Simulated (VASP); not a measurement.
# Ta2Si (I4/m) in VASP: notebook

The runs below take Ta2Si through single point, with PBEsol.

Everything below comes from runs of VASP 6.6.1. Logs are shortened: lines on timing, memory, paths and dates and some standing lists are left out, and cuts for length are marked.

## (1) The cell of the first run

The structure is tetragonal, space group I4/m (No. 87). Conventional cell: a = 6.137 Å, b = 6.137 Å, c = 5.040 Å, α = 90.00°, β = 90.00°, γ = 90.00°. Within 3.4 Å of Ta (site symmetry m) lie 4 Si at 2.55 to 2.71 Å and 9 Ta at 2.86 to 3.23 Å. Within 2.9 Å of Si (site symmetry 4) lie 2 Si at 2.22 to 2.82 Å and 8 Ta at 2.55 to 2.71 Å.

## (2) Single point, PBEsol (mode 4 (110.0 1/cm) frozen in, largest displacement +0.188 Å)

Contents of INCAR:

```
PREC     = Accurate       # precision mode
ENCUT    = 520            # plane-wave cutoff, eV
EDIFF    = 1E-6           # SCF threshold, eV
ISMEAR   = 0              # smearing method
SIGMA    = 0.15           # smearing width, eV
LREAL    = False          # projectors in reciprocal space
LASPH    = True           # aspherical terms in the spheres
NELM     = 100            # most SCF steps
ALGO     = Fast           # electronic algorithm
ISIF     = 2              # what is computed and relaxed
LWAVE    = False          # write WAVECAR
LCHARG   = True           # write CHGCAR
GGA      = PS             # functional
LELF     = True           # ELF
LVHAR    = True         
NBANDS   = 35             # bands
```

Contents of KPOINTS:

```
regular mesh
0
Gamma
  12 12 12
```

Contents of POSCAR:

```
Ta2Si
1.0
   -3.0683767195      3.0683767195      2.5198993614
    3.0683767195     -3.0683767195      2.5198993614
    3.0683767195      3.0683767195     -2.5198993614
Ta Si
4 2
Direct
    0.6846708620      0.8585384743      0.5432093363
    0.8585384743      0.3153291380      0.1738676123
    0.3153291380      0.1414615257      0.4567906637
    0.1414615257      0.6846708620      0.8261323878
    0.2801690361      0.2801690361      0.0000000000
    0.7198309639      0.7198309639      0.0000000000
```

Potentials or basis: VASP PAW PBE potentials, release 64 (Ta_pv, Si).

Started as:

```bash
$ cat potpaw_PBE.64/Ta_pv/POTCAR potpaw_PBE.64/Si/POTCAR > POTCAR
$ mpirun -np 1 vasp_std > vasp.out
```

OUTCAR:

```text
PREC = Accurate
   ENCUT = 520
   EDIFF = 1E-6
   ISMEAR = 0
   LREAL = False
   LASPH = True
   NELM = 100
   ISIF = 2
   GGA = PS

 ion  position               nearest neighbor table
   1  0.685  0.859  0.543-   6 2.55   5 2.55   5 2.71   6 2.71   3 2.86   3 2.96   3 2.96   2 3.00
                             4 3.00   4 3.23   2 3.23   2 3.23   4 3.23   4 3.50   2 3.50
   2  0.859  0.315  0.174-   5 2.55   6 2.55   6 2.71   5 2.71   4 2.86   4 2.96   4 2.96   1 3.00
                             3 3.00   3 3.23   1 3.23   3 3.23   1 3.23   1 3.50   3 3.50
   3  0.315  0.141  0.457-   5 2.55   6 2.55   6 2.71   5 2.71   1 2.86   1 2.96   1 2.96   4 3.00
                             2 3.00   2 3.23   2 3.23   4 3.23   4 3.23   2 3.50   4 3.50
   4  0.141  0.685  0.826-   6 2.55   5 2.55   5 2.71   6 2.71   2 2.86   2 2.96   2 2.96   3 3.00
                             1 3.00   1 3.23   3 3.23   1 3.23   3 3.23   1 3.50   3 3.50
   5  0.280  0.280  0.000-   6 2.22   3 2.55   1 2.55   2 2.55   4 2.55   4 2.71   2 2.71   1 2.71
                             3 2.71   6 2.82
   6  0.720  0.720  0.000-   5 2.22   4 2.55   1 2.55   3 2.55   2 2.55   4 2.71   2 2.71   3 2.71
                             1 2.71   5 2.82

  LATTYP: Found a body centered tetragonal cell.
 ALAT       =     6.1367534390
 C/A-ratio  =     0.8212483641

  Lattice vectors:

 A1 = (  -3.0683767195,   3.0683767195,   2.5198993614)
 A2 = (   3.0683767195,  -3.0683767195,   2.5198993614)
 A3 = (   3.0683767195,   3.0683767195,  -2.5198993614)

Analysis of symmetry for initial positions (statically):
=====================================================================
 Subroutine PRICEL returns:
 Original cell was already a primitive cell.

 Routine SETGRP: Setting up the symmetry group for a
 body centered tetragonal supercell.

 Subroutine GETGRP returns: Found  8 space group operations
 (whereof  8 operations were pure point group operations)
 out of a pool of 16 trial point group operations.

The static configuration has the point symmetry C_4h.

Analysis of symmetry for dynamics (positions and initial velocities):
=====================================================================
 Subroutine PRICEL returns:
 Original cell was already a primitive cell.

 Routine SETGRP: Setting up the symmetry group for a
 body centered tetragonal supercell.

 Subroutine GETGRP returns: Found  8 space group operations
 (whereof  8 operations were pure point group operations)
 out of a pool of 16 trial point group operations.

The dynamic configuration has the point symmetry C_4h.

 Subroutine INISYM returns: Found  8 space group operations
 (whereof  8 operations are pure point group operations),
 and found     1 'primitive' translations

----------------------------------------------------------------------------------------

                                     Primitive cell

  volume of cell :      94.8988

  direct lattice vectors                    reciprocal lattice vectors
    -3.068376719  3.068376719  2.519899361     0.000000000  0.162952612  0.198420623
     3.068376719 -3.068376719  2.519899361     0.162952612  0.000000000  0.198420623
     3.068376719  3.068376719 -2.519899361     0.162952612  0.162952612  0.000000000

  length of vectors
     5.017944218  5.017944218  5.017944218     0.256757273  0.256757273  0.230449793

  position of ions in fractional coordinates (direct lattice)
     0.684670862  0.858538474  0.543209336
     0.858538474  0.315329138  0.173867612
     0.315329138  0.141461526  0.456790664
     0.141461526  0.684670862  0.826132388
     0.280169036  0.280169036  0.000000000
     0.719830964  0.719830964  0.000000000

  ion indices of the primitive-cell ions
   primitive index   ion index
                 1           1
                 2           2
                 3           3
                 4           4
                 5           5
                 6           6

----------------------------------------------------------------------------------------

 KPOINTS: regular mesh

Automatic generation of k-mesh.
 Grid dimensions read from file:
 generate k-points for:   12   12   12

 Generating k-lattice:

  Cartesian coordinates                     Fractional coordinates (reciprocal lattice)
     0.000000000  0.013579384  0.016535052     0.083333333  0.000000000  0.000000000
     0.013579384  0.000000000  0.016535052     0.000000000  0.083333333  0.000000000
     0.013579384  0.013579384  0.000000000     0.000000000  0.000000000  0.083333333

  Length of vectors
     0.021396439  0.021396439  0.019204149

  Shift w.r.t. Gamma in fractional coordinates (k-lattice)
     0.000000000  0.000000000  0.000000000

 Subroutine IBZKPT returns following result:
 ===========================================

 Found    242 irreducible k-points:

 Following reciprocal coordinates:
            Coordinates               Weight
  0.000000  0.000000  0.000000      1.000000
  0.083333  0.000000  0.000000      8.000000
  0.166667 -0.000000  0.000000      8.000000
  0.250000  0.000000  0.000000      8.000000
  0.333333  0.000000  0.000000      8.000000
  0.416667 -0.000000  0.000000      8.000000
[... 16 lines left out ...]
 -0.250000  0.083333  0.000000      8.000000
 -0.083333  0.250000  0.000000      8.000000
 [... further k-points ...]
   k-points           NKPTS =    242   k-points in BZ     NKDIM =    242   number of bands    NBANDS=     35
   number of dos      NEDOS =    301   number of ions     NIONS =      6
   total plane-waves  NPLWV =  64000
   dimension x,y,z NGX =    40 NGY =   40 NGZ =   40
   dimension x,y,z NGXF=    80 NGYF=   80 NGZF=   80
   ions per type =               4   2
   NGX,Y,Z   is equivalent  to a cutoff of  13.25, 13.25, 13.25 a.u.
   NGXF,Y,Z  is equivalent  to a cutoff of  26.50, 26.50, 26.50 a.u.
 SYSTEM =  unknown system
   PREC   = accura    normal or accurate (medium, high low for compatibility)
   ISTART =      0    job   : 0-new  1-cont  2-samecut
   ICHARG =      2    charge: 1-file 2-atom 10-const
   ISPIN  =      1    spin polarized calculation?
   LNONCOLLINEAR =      F non collinear calculations
   LSORBIT =      F    spin-orbit coupling
   LASPH  =      T    aspherical Exc in radial PAW
   ENCUT  =  520.0 eV  38.22 Ry    6.18 a.u.   9.33  9.33  9.33*2*pi/ulx,y,z
   NELM   =    100;   NELMIN=  2; NELMDL= -5     # of ELM steps
   EDIFF  = 0.1E-05   stopping-criterion for ELM
   LREAL  =      F    real-space projection
   EDIFFG = 0.1E-04   stopping-criterion for IOM
   NSW    =      0    number of steps for IOM
   IBRION =     -1    ionic relax: 0-MD 1-quasi-New 2-CG
   NFREE  =      0    steps in history (QN), initial steepest desc. (CG)
   ISIF   =      2    stress and relaxation
   ISYM   =      2    0-nonsym 1-usesym 2-fastsym
   POTIM  = 0.5000    time-step for ionic-motion
   TEBEG  =    0.0;   TEEND  =   0.0 temperature during run
   PSTRESS=    0.0 pullay stress
   NELECT =      52.0000    total number of electrons
   NUPDOWN=      -1.0000    fix difference up-down
   EMIN   =  10.00;   EMAX   =-10.00  energy-range for DOS
   EFERMI =   0.00;   METHOD = LEGACY
   ISMEAR =     0;   SIGMA  =   0.15  broadening in eV -4-tet -1-fermi 0-gaus
   EFERMI_NEDOS =   21; number of points for ismear=-14 and -15
   IALGO  =     68    algorithm
   IMIX   =      4    mixing-type and parameters
     AMIX     =   0.40;   BMIX     =  1.00
     AMIX_MAG =   1.60;   BMIX_MAG =  1.00
  volume/ion in A,a.u.               =      15.82       106.73
  Fermi-wavevector in a.u.,A,eV,Ry     =   1.339643  2.531558 24.417607  1.794644
  Thomas-Fermi vector in A             =   2.468019
   LORBIT       =      0    0 simple, 1 ext, 2 COOP (PROOUT), +10 PAW based schemes
   GGA     = PS    functional components
   LHFCALC =     F    Hartree Fock is set to
   AEXX    =    0.0000 exact exchange contribution
   IVDW    =     0    specifies the selected vdW correction
   LEPSILON=     F    determine dielectric tensor
   LRPA    =     F    only Hartree local field effects (RPA)
 non-spin polarized calculation
 RMM-DIIS sequential band-by-band and
 Gauss-broadening in eV      SIGMA  =   0.15
  energy-cutoff  :      520.00
  volume of cell :       94.90
 maximum number of plane-waves:      2589
 NGX is ok and might be reduce to    40
   NGX = 19   NGY = 19   NGZ = 19

 number of electron      52.0000001 magnetization

 Free energy of the ion-electron system (eV)
  ---------------------------------------------------
  ext. energy  EPLUGINS =         0.00000000
  ---------------------------------------------------
  free energy    TOTEN  =       -64.58333004 eV

  energy without entropy =      -64.55627504  energy(sigma->0) =      -64.56980254

 E-fermi :   7.4877     XC(G=0): -12.5868

 val. band max:        7.4873316303   @ k =  -0.2500   0.3333   0.0000
 cond. band min:       7.4892672593   @ k =  -0.4167  -0.4167   0.2500
 fundamental gap:      0.0019356289
 Fermi energy:         7.4876557776

 k-point     1 :       0.0000    0.0000    0.0000
  band No.  band energies     occupation
      1     -26.9579      2.00000
      2     -26.9386      2.00000
      3     -26.9301      2.00000
      4     -26.9301      2.00000
      5     -26.8747      2.00000
      6     -26.8747      2.00000
[... 27 lines left out ...]
     34      11.9430      0.00000
     35      11.9492      0.00000

 k-point     2 :       0.0833    0.0000    0.0000
  band No.  band energies     occupation
      1     -26.9716      2.00000
      2     -26.9657      2.00000
      3     -26.9389      2.00000
      4     -26.9188      2.00000
      5     -26.8567      2.00000
      6     -26.8508      2.00000
[... 27 lines left out ...]
     34      11.6354      0.00000
     35      12.0083      0.00000
[... 796 lines left out ...]
     34      11.4828      0.00000
     35      11.8197      0.00000

 k-point    24 :      -0.0833    0.2500    0.0000
  band No.  band energies     occupation
      1     -27.0273      2.00000
      2     -26.9870      2.00000
      3     -26.9488      2.00000
      4     -26.8796      2.00000
      5     -26.8337      2.00000
      6     -26.8090      2.00000
[... 27 lines left out ...]
     34      11.6005      0.00000
     35      11.8209      0.00000

 [... further k-points ...]

------------------------ aborting loop because EDIFF is reached ----------------------------------------

  FORCE on cell =-STRESS in cart. coord.  units (eV):
  Direction    XX          YY          ZZ          XY          YZ          ZX
  --------------------------------------------------------------------------------------
  -------------------------------------------------------------------------------------
  Total        0.4812010      0.4812010      6.3545869      0.0000002     -0.0000000      0.0000000
  in kB        8.1241251      8.1241251    107.2845935      0.0000035     -0.0000000      0.0000000
  external PRESSURE =      41.1776146 kB  Pullay stress =       0.0000000 kB

 VOLUME and BASIS-vectors are now :
 -----------------------------------------------------------------------------
  energy-cutoff  :      520.00
  volume of cell :       94.90
      direct lattice vectors                 reciprocal lattice vectors
    -3.068376719  3.068376719  2.519899361     0.000000000  0.162952612  0.198420623
     3.068376719 -3.068376719  2.519899361     0.162952612  0.000000000  0.198420623
     3.068376719  3.068376719 -2.519899361     0.162952612  0.162952612  0.000000000

 POSITION                                       TOTAL-FORCE (eV/Angst)
 -----------------------------------------------------------------------------------
      2.20026      1.13328      2.51990        -0.969720     -1.815381      0.000000
     -1.13328      2.20026      2.51990         1.815381     -0.969720      0.000000
      0.86811      1.93510      0.00000         0.969720      1.815381     -0.000000
      4.20166      0.86811     -0.00000        -1.815381      0.969720      0.000000
      0.00000      0.00000      1.41200         0.000000     -0.000000     -0.857944
      0.00000      0.00000      3.62780         0.000000     -0.000000      0.857944
 -----------------------------------------------------------------------------------
    total drift:                               -0.000000     -0.000000      0.000000

  FREE ENERGIE OF THE ION-ELECTRON SYSTEM (eV)
  ---------------------------------------------------
  free  energy   TOTEN  =       -64.5833300424 eV

  energy  without entropy=      -64.5562750352  energy(sigma->0) =      -64.56980254
```

It took 8 min on 1 thread of Intel Xeon 6975P-C (Granite Rapids), shared host; peak memory 0.7 GiB.

Results:

| Property | Result |
| --- | --- |
| Free energy | -64.5833 eV |
| Pressure | 4.1 GPa |
| Largest force | 2.058 eV/Å |
| Band gap on the k mesh | zero (band 26 reaches 7.85 eV, above the bottom of band 27 at 7.20 eV) |

Forces in eV/Å, atoms in the order of the input:
```
Ta  -0.970 -1.815  0.000
Ta   1.815 -0.970  0.000
Ta   0.970  1.815  0.000
Ta  -1.815  0.970  0.000
Si   0.000  0.000 -0.858
Si   0.000  0.000  0.858
```

Levels at points of the mesh, in eV from the Fermi level:
```tsv
k point	band 23	band 24	band 25	band 26	band 27	band 28	band 29	band 30
(0.00, 0.00, 0.00)	-2.28	-1.85	-0.55	0.20	1.42	1.42	1.53	1.53
(0.50, 0.00, 0.00)	-1.88	-1.44	-1.04	-0.97	0.26	1.16	1.91	1.99
(0.50, 0.50, 0.00)	-1.70	-0.95	-0.94	-0.19	0.90	1.07	1.49	1.64
(0.50, 0.50, 0.50)	-1.58	-1.26	-0.88	-0.88	0.81	0.81	0.92	0.97
```

Caveat: the cell differs from its parent crystal (mode 4 (110.0 1/cm) frozen in, largest displacement +0.188 Å); the PAW data sets were made with another functional, which shifts forces and pressure a little; spin-orbit coupling is left out, which moves the levels of the heavy elements.

## (3) Single point, PBEsol (mode 4 (110.0 1/cm) frozen in, largest displacement +0.225 Å)

Contents of INCAR:

```
SYSTEM = Ta2Si
PREC = Accurate ; ENCUT = 520
EDIFF = 1E-6 ; ISMEAR = 0
SIGMA = 0.15 ; LREAL = .FALSE.
LASPH = .TRUE. ; NELM = 80
ALGO = Fast ; ISIF = 2
LWAVE = .FALSE. ; LCHARG = .FALSE.
GGA = PS ; NBANDS = 35
```

Contents of KPOINTS:

```
regular mesh
0
G
  12 12 12
  0 0 0
```

Contents of POSCAR:

```
Ta2Si
1.0
   -3.0683767195      3.0683767195      2.5198993614
    3.0683767195     -3.0683767195      2.5198993614
    3.0683767195      3.0683767195     -2.5198993614
Ta Si
4 2
Direct
    0.6889917956      0.8628594079      0.5518512035
    0.8628594079      0.3110082044      0.1738676123
    0.3110082044      0.1371405921      0.4481487965
    0.1371405921      0.6889917956      0.8261323878
    0.2862028433      0.2862028433      0.0000000000
    0.7137971567      0.7137971567      0.0000000000
```

Potentials or basis: VASP PAW PBE potentials, release 64 (Ta_pv, Si).

Started as:

```bash
$ cat potpaw_PBE.64/Ta_pv/POTCAR potpaw_PBE.64/Si/POTCAR > POTCAR
$ mpirun -np 1 vasp_std > vasp.out
```

It took 17 min on 1 thread of Intel Xeon Platinum 8488C (Sapphire Rapids), shared host; peak memory 0.7 GiB.

The run converged. Its results:

```
Free energy            : -64.1823 eV
Pressure               : 6.0 GPa
Largest force          : 2.591 eV/Å
Band gap on the k mesh : zero (band 26 reaches 7.84 eV, above the bottom of band 27 at 7.17 eV)
```

Forces on the atoms (eV/Å):
```
Ta  -1.213 -2.289  0.000
Ta   2.289 -1.213  0.000
Ta   1.213  2.289  0.000
Ta  -2.289  1.213  0.000
Si   0.000  0.000 -1.405
Si   0.000  0.000  1.405
```

Stress tensor (GPa, compression positive):
```
 1.41  0.00  0.00
 0.00  1.41  0.00
 0.00  0.00 15.07
```

Levels at points of the mesh, in eV from the Fermi level:
```tsv
k point	band 22	band 23	band 24	band 25	band 26	band 27	band 28	band 29	band 30	band 31
(0.00, 0.00, 0.00)	-2.19	-2.19	-1.79	-0.72	0.19	1.44	1.44	1.50	1.50	2.29
(0.50, 0.00, 0.00)	-1.89	-1.84	-1.37	-0.98	-0.98	0.18	1.25	1.89	1.98	2.04
(0.50, 0.50, 0.00)	-1.99	-1.57	-1.11	-0.83	-0.21	1.09	1.19	1.32	1.73	2.56
(0.50, 0.50, 0.50)	-2.06	-1.74	-1.19	-0.84	-0.84	0.83	0.83	1.20	1.20	1.91
```

Caveat: the cell differs from its parent crystal (mode 4 (110.0 1/cm) frozen in, largest displacement +0.225 Å); the PAW data sets were made with another functional, which shifts forces and pressure a little; spin-orbit coupling is left out, which moves the levels of the heavy elements.

## (4) Single point, PBEsol (mode 4 (110.0 1/cm) frozen in, largest displacement -0.150 Å)

Contents of INCAR:

```
SYSTEM = Ta2Si
PREC = Accurate ; ENCUT = 520
EDIFF = 1E-7 ; ISMEAR = 0
SIGMA = 0.15 ; LREAL = .False.
LASPH = .True. ; NELM = 80
ALGO = Fast ; ISIF = 2
LWAVE = .False. ; LCHARG = .True.
GGA = PS ; LELF = .True.
LVHAR = .True. ; NBANDS = 35
```

Contents of KPOINTS:

```
Automatic mesh
0
Gamma
  12 12 12
  0 0 0
```

Contents of POSCAR:

```
Ta2Si
1.0
   -3.0683767195      3.0683767195      2.5198993614
    3.0683767195     -3.0683767195      2.5198993614
    3.0683767195      3.0683767195     -2.5198993614
Ta Si
4 2
Direct
    0.6457824594      0.8196500716      0.4654325310
    0.8196500716      0.3542175406      0.1738676122
    0.3542175406      0.1803499284      0.5345674690
    0.1803499284      0.6457824594      0.8261323878
    0.2258647712      0.2258647712      0.0000000000
    0.7741352288      0.7741352288      0.0000000000
```

Started as:

```bash
$ cat potpaw_PBE.64/Ta_pv/POTCAR potpaw_PBE.64/Si/POTCAR > POTCAR
$ mpirun -np 1 vasp_std > vasp.out
```

It took 26 min on 1 thread of Intel Xeon 6975P-C, shared host; peak memory 0.7 GiB.

The run converged. Its results:

```
Free energy            : -64.8820 eV
Pressure               : 2.7 GPa
Largest force          : 1.544 eV/Å
Band gap on the k mesh : zero (band 26 reaches 7.87 eV, above the bottom of band 27 at 7.21 eV)
```

Forces on the atoms (eV/Å):
```
Ta   1.355  0.740  0.000
Ta  -0.740  1.355  0.000
Ta  -1.355 -0.740  0.000
Ta   0.740 -1.355  0.000
Si   0.000  0.000  0.487
Si   0.000  0.000 -0.487
```

Stress tensor (GPa, compression positive):
```
0.42 0.00 0.00
0.00 0.42 0.00
0.00 0.00 7.19
```

Levels at points of the mesh, in eV from the Fermi level:
```tsv
k point	band 22	band 23	band 24	band 25	band 26	band 27	band 28	band 29	band 30	band 31
(0.00, 0.00, 0.00)	-2.36	-2.36	-1.91	-0.37	0.21	1.39	1.39	1.55	1.55	1.75
(0.50, 0.00, 0.00)	-1.95	-1.91	-1.56	-1.07	-0.98	0.34	1.06	1.91	1.98	2.26
(0.50, 0.50, 0.00)	-2.04	-1.81	-1.08	-0.80	-0.13	0.70	0.96	1.55	1.62	2.86
(0.50, 0.50, 0.50)	-1.69	-1.43	-1.33	-0.92	-0.92	0.63	0.75	0.78	0.78	2.27
```

Caveat: the cell differs from its parent crystal (mode 4 (110.0 1/cm) frozen in, largest displacement -0.150 Å); the PAW data sets were made with another functional, which shifts forces and pressure a little; spin-orbit coupling is left out, which moves the levels of the heavy elements.
